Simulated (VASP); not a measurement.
# Si: single point with PBE

The system is Si.

```
CELL_PARAMETERS angstrom
2.42760 0.00000 0.00000
-1.21380 2.10236 0.00000
0.00000 0.00000 4.12413
ATOMIC_POSITIONS crystal
Si 0.33333 0.66667 0.25000
Si 0.66667 0.33333 0.75000
```

```
Program             : VASP 6.6.1
Task                : single point
Functional          : PBE
Potentials or basis : VASP PAW PBE potentials, release 64 (Si)
Cutoff              : 500 eV
k mesh              : 13 × 13 × 7
Occupations         : methfessel-paxton, width 0.3 eV
Spin                : no spin polarisation
```

| Property | Result |
| --- | --- |
| Pressure | 55.3 GPa |
| Band gap on the k mesh | zero (band 4 reaches 26.57 eV, above the bottom of band 5 at 11.73 eV) |

Stress tensor (GPa, compression positive):
```
55.22  0.00  0.00
 0.00 55.22  0.00
 0.00  0.00 55.39
```

Levels at points of the mesh, in eV from the Fermi level:
```
           k point  band 1  band 2  band 3  band 4  band 5  band 6  band 7  band 8  band 9
(0.00, 0.00, 0.00)  -17.68   -9.40   -9.28   11.69   11.69   11.92   11.99   11.99   14.30
```

It took 16 s on 1 thread of Intel Xeon 8259CL (shared host), peak memory 0.13 GiB.
